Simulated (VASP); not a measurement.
**SnO: single point with PBE**

SnO:

```
Sn O
1.0
     3.86859    0.00000    0.00000
     0.00000    3.86859    0.00000
     0.00000    0.00000    5.06621
Sn O
2 2
Direct
  0.50000 0.00000 0.22875
  0.00000 0.50000 0.77125
  0.00000 0.00000 0.00000
  0.50000 0.50000 0.00000
```

```
Program                : VASP 6.6.1
Task                   : single point
Functional             : PBE
Potentials or basis    : VASP PAW PBE potentials, release 64 (Sn_d, O)
Cutoff                 : 520 eV
k mesh                 : 12 × 12 × 10
Occupations            : gaussian, width 0.1 eV
Spin                   : no spin polarisation
Dipole correction      : no
Further INCAR settings : ALGO = Normal; EDIFF = 1e-07; NBANDS = 28
```

| Quantity | Value |
| --- | --- |
| Pressure | 0.2 GPa |
| Largest force | 0.077 eV/Å |
| Band gap on the k mesh | 0.50 eV, indirect (least direct gap 1.91 eV) |

Forces in eV/Å, atoms in the order of the input:
```
Sn   0.000  0.000  0.077
Sn   0.000  0.000 -0.077
O    0.000  0.000  0.000
O    0.000  0.000  0.000
```

Levels at points of the mesh, in eV from the valence-band top:
| k point | band 16 | band 17 | band 18 | band 19 | band 20 | band 21 | band 22 | band 23 | band 24 | band 25 |
| --- | --- | --- | --- | --- | --- | --- | --- | --- | --- | --- |
| (0.00, 0.00, 0.00) | -5.82 | -3.15 | -2.88 | -2.88 | 0.00 | 1.91 | 4.06 | 4.92 | 4.92 | 5.52 |
| (0.50, 0.00, 0.00) | -4.63 | -4.47 | -4.47 | -2.33 | -2.33 | 3.04 | 3.04 | 5.68 | 5.68 | 5.93 |
| (0.50, 0.50, 0.00) | -4.75 | -2.24 | -2.24 | -1.74 | -1.74 | 0.50 | 0.50 | 4.56 | 4.56 | 6.80 |
| (0.00, 0.00, 0.50) | -3.41 | -3.20 | -2.90 | -2.90 | -1.94 | 1.72 | 3.31 | 3.31 | 3.75 | 7.69 |
| (0.50, 0.00, 0.50) | -5.00 | -4.45 | -4.45 | -1.53 | -1.53 | 2.47 | 2.47 | 5.56 | 5.56 | 6.37 |
| (0.50, 0.50, 0.50) | -5.08 | -2.35 | -2.35 | -2.25 | -2.25 | 2.61 | 2.61 | 3.75 | 3.75 | 5.50 |

Run time: 9.5 min on 1 thread of Oxide Virtual Turin-like Processor (shared host), peak memory 0.36 GiB.

Caveat: spin-orbit coupling is left out, which moves the levels of the heavy elements. PBE gaps usually lie below the measured ones, often by a third to a half.
